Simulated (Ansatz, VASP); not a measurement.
Ca: VASP beside Ansatz

```
Ca
1.0
     0.00000    2.84900    2.84900
     2.84900    0.00000    2.84900
     2.84900    2.84900    0.00000
Ca
1
Direct
  0.00000 0.00000 0.00000
```

Change from the starting cell: volume scaled by 1.06.

Alike in both runs: task single point; functional PBE; k mesh 8 × 8 × 8; occupations fermi-dirac, width 0.05 eV; no spin polarisation.

```csv
,VASP,Ansatz
version,VASP 6.6.1,Ansatz 0.2.0
potentials or method,"VASP PAW PBE potentials, release 64 (Ca_sv), cutoff 520 eV","all-electron LAPW, scalar-relativistic"
```

```csv
,VASP,Ansatz,Ansatz less VASP
gap on the k mesh at the Fermi level (eV),none,none,-
pressure (GPa),-1.4,-1.4,+0.01
```

A gap of «none» marks a metal or a gap that the smearing closes. Ansatz ran all-electron here, and VASP with PAW potentials.
